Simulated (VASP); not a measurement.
# Zr3S2 (P6mm) in VASP: a series of runs, part 2 of 2

VASP 6.6.1. Earlier steps stand in the parts before.

## 3. Relaxation of cell and atoms, PBE

File INCAR:

```
SYSTEM = Zr3S2
PREC     = Accurate       ! precision mode
ENCUT    = 600            ! plane-wave cutoff, eV
EDIFF    = 1E-6           ! SCF threshold, eV
ISMEAR   = 0              ! smearing method
SIGMA    = 0.1            ! smearing width, eV
LREAL    = .FALSE.        ! projectors in reciprocal space
LASPH    = .TRUE.         ! aspherical terms in the spheres
NELM     = 100            ! most SCF steps
ALGO     = Normal         ! electronic algorithm
ISIF     = 3              ! what is computed and relaxed
LWAVE    = .FALSE.        ! write WAVECAR
LCHARG   = .FALSE.        ! write CHGCAR
GGA      = PE             ! functional
IBRION   = 2              ! ionic algorithm
NSW      = 90             ! ionic steps
EDIFFG   = -0.04          ! ionic threshold
```

File KPOINTS:

```
regular mesh
0
G
  6 6 2
  0 0 0
```

File POSCAR:

```
Zr3S2
1.0
    3.9361163300      0.0000000000      0.0000000000
   -1.9680581600      3.4087767300      0.0000000000
    0.0000000000      0.0000000000      9.0244243400
Zr S
3 2
Direct
    0.3333333300      0.6666666700      0.9816251700
    0.6666666700      0.3333333300      0.9816251700
    0.0000000000      0.0000000000      0.5166572700
    0.3333333300      0.6666666700      0.2481642900
    0.6666666700      0.3333333300      0.2481642900
```

Potentials or basis: VASP PAW PBE potentials, release 64 (Zr_sv, S).

Run with:

```
> cat potpaw_PBE.64/Zr_sv/POTCAR potpaw_PBE.64/S/POTCAR > POTCAR
> mpirun -np 1 vasp_std > vasp.out
```

OUTCAR:

```text
SYSTEM = Zr3S2
   PREC = Accurate
   ENCUT = 600
   EDIFF = 1E-6
   ISMEAR = 0
   LREAL = .FALSE.
   LASPH = .TRUE.
   NELM = 100
   ISIF = 3
   GGA = PE
   IBRION = 2
   NSW = 90
   EDIFFG = -0.04

 ion  position               nearest neighbor table
   1  0.333  0.667  0.982-   2 2.27   2 2.27   2 2.27   4 2.41   5 3.31   5 3.31   5 3.31
   2  0.667  0.333  0.982-   1 2.27   1 2.27   1 2.27   5 2.41   4 3.31   4 3.31   4 3.31
   3  0.000  0.000  0.517-   4 3.32   5 3.32   4 3.32   5 3.32   5 3.32   4 3.32
   4  0.333  0.667  0.248-   5 2.27   5 2.27   5 2.27   1 2.41   2 3.31   2 3.31   2 3.31   3 3.32
                             3 3.32   3 3.32
   5  0.667  0.333  0.248-   4 2.27   4 2.27   4 2.27   2 2.41   1 3.31   1 3.31   1 3.31   3 3.32
                             3 3.32   3 3.32

  LATTYP: Found a hexagonal cell.
 ALAT       =     3.9361163300
 C/A-ratio  =     2.2927229745

  Lattice vectors:

 A1 = (   3.9361163300,   0.0000000000,   0.0000000000)
 A2 = (  -1.9680581600,   3.4087767300,   0.0000000000)
 A3 = (   0.0000000000,   0.0000000000,   9.0244243400)

Analysis of symmetry for initial positions (statically):
=====================================================================
 Subroutine PRICEL returns:
 Original cell was already a primitive cell.

 Routine SETGRP: Setting up the symmetry group for a
 hexagonal supercell.

 Subroutine GETGRP returns: Found 12 space group operations
 (whereof 12 operations were pure point group operations)
 out of a pool of 24 trial point group operations.

The static configuration has the point symmetry C_6v.

Analysis of symmetry for dynamics (positions and initial velocities):
=====================================================================
 Subroutine PRICEL returns:
 Original cell was already a primitive cell.

 Routine SETGRP: Setting up the symmetry group for a
 hexagonal supercell.

 Subroutine GETGRP returns: Found 12 space group operations
 (whereof 12 operations were pure point group operations)
 out of a pool of 24 trial point group operations.

The dynamic configuration has the point symmetry C_6v.

 Subroutine INISYM returns: Found 12 space group operations
 (whereof 12 operations are pure point group operations),
 and found     1 'primitive' translations

----------------------------------------------------------------------------------------

                                     Primitive cell

  volume of cell :     121.0838

  direct lattice vectors                    reciprocal lattice vectors
     3.936116330  0.000000000  0.000000000     0.254057532  0.146680184  0.000000000
    -1.968058160  3.408776730  0.000000000     0.000000000  0.293360369  0.000000000
     0.000000000  0.000000000  9.024424340     0.000000000  0.000000000  0.110810392

  length of vectors
     3.936116330  3.936116324  9.024424340     0.293360369  0.293360369  0.110810392

  position of ions in fractional coordinates (direct lattice)
     0.333333330  0.666666670  0.981625170
     0.666666670  0.333333330  0.981625170
     0.000000000  0.000000000  0.516657270
     0.333333330  0.666666670  0.248164290
     0.666666670  0.333333330  0.248164290

  ion indices of the primitive-cell ions
   primitive index   ion index
                 1           1
                 2           2
                 3           3
                 4           4
                 5           5
[... 24 lines left out ...]

 Found     14 irreducible k-points:

 Following reciprocal coordinates:
            Coordinates               Weight
  0.000000  0.000000  0.000000      1.000000
  0.166667  0.000000  0.000000      6.000000
  0.333333  0.000000  0.000000      6.000000
  0.500000  0.000000  0.000000      3.000000
  0.166667  0.166667  0.000000      6.000000
  0.333333  0.166667  0.000000     12.000000
  0.333333  0.333333  0.000000      2.000000
  0.000000  0.000000  0.500000      1.000000
  0.166667  0.000000  0.500000      6.000000
  0.333333  0.000000  0.500000      6.000000
  0.500000  0.000000  0.500000      3.000000
  0.166667  0.166667  0.500000      6.000000
  0.333333  0.166667  0.500000     12.000000
  0.333333  0.333333  0.500000      2.000000
   k-points           NKPTS =     14   k-points in BZ     NKDIM =     14   number of bands    NBANDS=     28
   number of dos      NEDOS =    301   number of ions     NIONS =      5
   total plane-waves  NPLWV =  73728
   dimension x,y,z NGX =    32 NGY =   32 NGZ =   72
   dimension x,y,z NGXF=    64 NGYF=   64 NGZF=  144
   ions per type =               3   2
   NGX,Y,Z   is equivalent  to a cutoff of  13.52, 13.52, 13.26 a.u.
   NGXF,Y,Z  is equivalent  to a cutoff of  27.03, 27.03, 26.53 a.u.
 SYSTEM =  Zr3S2
   PREC   = accura    normal or accurate (medium, high low for compatibility)
   ISTART =      0    job   : 0-new  1-cont  2-samecut
   ICHARG =      2    charge: 1-file 2-atom 10-const
   ISPIN  =      1    spin polarized calculation?
   LNONCOLLINEAR =      F non collinear calculations
   LSORBIT =      F    spin-orbit coupling
   LASPH  =      T    aspherical Exc in radial PAW
   ENCUT  =  600.0 eV  44.10 Ry    6.64 a.u.   7.86  7.86 18.02*2*pi/ulx,y,z
   NELM   =    100;   NELMIN=  2; NELMDL= -5     # of ELM steps
   EDIFF  = 0.1E-05   stopping-criterion for ELM
   LREAL  =      F    real-space projection
   EDIFFG = -.4E-01   stopping-criterion for IOM
   NSW    =     90    number of steps for IOM
   IBRION =      2    ionic relax: 0-MD 1-quasi-New 2-CG
   NFREE  =      1    steps in history (QN), initial steepest desc. (CG)
   ISIF   =      3    stress and relaxation
   ISYM   =      2    0-nonsym 1-usesym 2-fastsym
   POTIM  = 0.5000    time-step for ionic-motion
   TEBEG  =    0.0;   TEEND  =   0.0 temperature during run
   PSTRESS=    0.0 pullay stress
   NELECT =      48.0000    total number of electrons
   NUPDOWN=      -1.0000    fix difference up-down
   EMIN   =  10.00;   EMAX   =-10.00  energy-range for DOS
   EFERMI =   0.00;   METHOD = LEGACY
   ISMEAR =     0;   SIGMA  =   0.10  broadening in eV -4-tet -1-fermi 0-gaus
   EFERMI_NEDOS =   21; number of points for ismear=-14 and -15
   IALGO  =     38    algorithm
   IMIX   =      4    mixing-type and parameters
     AMIX     =   0.40;   BMIX     =  1.00
     AMIX_MAG =   1.60;   BMIX_MAG =  1.00
  volume/ion in A,a.u.               =      24.22       163.42
  Fermi-wavevector in a.u.,A,eV,Ry     =   1.202615  2.272613 19.677869  1.446283
  Thomas-Fermi vector in A             =   2.338391
   LORBIT       =      0    0 simple, 1 ext, 2 COOP (PROOUT), +10 PAW based schemes
   GGA     = PE    functional components
   LHFCALC =     F    Hartree Fock is set to
   AEXX    =    0.0000 exact exchange contribution
   IVDW    =     0    specifies the selected vdW correction
   LEPSILON=     F    determine dielectric tensor
   LRPA    =     F    only Hartree local field effects (RPA)
 conjugate gradient relaxation of ions
 non-spin polarized calculation
 Gauss-broadening in eV      SIGMA  =   0.10
  energy-cutoff  :      600.00
  volume of cell :      121.08
 maximum number of plane-waves:      4062
 NGX is ok and might be reduce to    32
   NGX = 15   NGY = 15   NGZ = 37

--------------------------------------- Ionic step        1  -------------------------------------------

 number of electron      48.0000001 magnetization

 Free energy of the ion-electron system (eV)
  ---------------------------------------------------
  ext. energy  EPLUGINS =         0.00000000
  ---------------------------------------------------
  free energy    TOTEN  =       -23.84295260 eV

  energy without entropy =      -23.80264794  energy(sigma->0) =      -23.82280027

------------------------ aborting loop because EDIFF is reached ----------------------------------------

  FORCE on cell =-STRESS in cart. coord.  units (eV):
  Direction    XX          YY          ZZ          XY          YZ          ZX
  --------------------------------------------------------------------------------------
  -------------------------------------------------------------------------------------
  Total       16.2679408     16.2679408     -3.3691855      0.0000000      0.0000000      0.0000000
  in kB      215.2569468    215.2569463    -44.5809702      0.0000003      0.0000000      0.0000000
  external PRESSURE =     128.6443077 kB  Pullay stress =       0.0000000 kB
[... 1424 lines left out ...]
     27       6.6117      0.00000
     28       6.6117      0.00000

[... ionic steps 4 to 46 ...]

--------------------------------------- Ionic step       47  -------------------------------------------

 number of electron      48.0000002 magnetization

------------------------ aborting loop because EDIFF is reached ----------------------------------------
[... 73 lines left out ...]
--------------------------------------- Ionic step       49  -------------------------------------------

 number of electron      48.0000003 magnetization

 Free energy of the ion-electron system (eV)
  ---------------------------------------------------
  ext. energy  EPLUGINS =         0.00000000
  ---------------------------------------------------
  free energy    TOTEN  =       -36.25915962 eV

  energy without entropy =      -36.24908471  energy(sigma->0) =      -36.25412217

 E-fermi :   8.3569     XC(G=0): -10.7846

 val. band max:        8.2816975429   @ k =   0.3333   0.1667   0.0000
 cond. band min:       8.3810166876   @ k =   0.5000   0.0000   0.5000
 fundamental gap:      0.0993191447
 Fermi energy:         8.3569022841
[... 464 lines left out ...]
  FREE ENERGIE OF THE ION-ELECTRON SYSTEM (eV)
  ---------------------------------------------------
  free  energy   TOTEN  =       -36.2591596187 eV

  energy  without entropy=      -36.2490847127  energy(sigma->0) =      -36.25412217

 reached required accuracy - stopping structural energy minimisation
```

Wall time 25 min (1 thread of AMD EPYC 9R45 (Zen 5), shared host); peak memory 0.27 GiB.

What came out:

| Property | Result |
| --- | --- |
| Free energy | -36.2592 eV |
| Relaxed volume | 21.00 Å³/atom |
| Relaxed cell | a = 4.987 Å, b = 4.987 Å, c = 4.874 Å, α = 90.00°, β = 90.00°, γ = 120.00° |
| Space group after relaxing (to 0.1 Å) | P6/mmm (No. 191) |
| Pressure after relaxing | 0.0 GPa |
| Largest force after relaxing | 0.035 eV/Å |
| Band gap on the k mesh | zero (bands 24 and 25 overlap by 1.28 eV) |

Forces on the atoms (eV/Å):
```
Zr   0.000  0.000  0.035
Zr   0.000  0.000  0.035
Zr   0.000  0.000 -0.011
S    0.000  0.000 -0.029
S    0.000  0.000 -0.029
```

Stress tensor (GPa, compression positive):
```
-0.15  0.00  0.00
 0.00 -0.15  0.00
 0.00  0.00  0.24
```

Final structure:
```cif
data_structure
_symmetry_space_group_name_H-M 'P 1'
_symmetry_Int_Tables_number 1
_cell_length_a 4.9871
_cell_length_b 4.9871
_cell_length_c 4.8742
_cell_angle_alpha 90.000
_cell_angle_beta 90.000
_cell_angle_gamma 120.000
_cell_volume 104.99
loop_
_atom_site_label
_atom_site_type_symbol
_atom_site_fract_x
_atom_site_fract_y
_atom_site_fract_z
_atom_site_occupancy
Zr1 Zr 0.33333 0.66667 0.89263 1
Zr2 Zr 0.66667 0.33333 0.89263 1
Zr3 Zr 0.00000 0.00000 0.40324 1
S1 S 0.33333 0.66667 0.39387 1
S2 S 0.66667 0.33333 0.39387 1
```

Levels at points of the mesh, in eV from the Fermi level:
```csv
k point,band 21,band 22,band 23,band 24,band 25,band 26,band 27,band 28
"(0.00, 0.00, 0.00)",-1.91,-0.68,-0.68,-0.16,-0.16,0.96,1.00,1.00
"(0.50, 0.00, 0.00)",-1.85,-1.83,-0.41,-0.40,-0.34,-0.25,1.14,1.43
"(0.00, 0.00, 0.50)",-2.53,-0.94,-0.94,0.94,0.94,1.13,1.67,1.67
"(0.50, 0.00, 0.50)",-1.39,-1.23,-0.76,0.02,0.23,0.53,1.04,1.69
```

Caveat: a cell axis changed by over 15 % at a fixed basis, so the end point is rough.
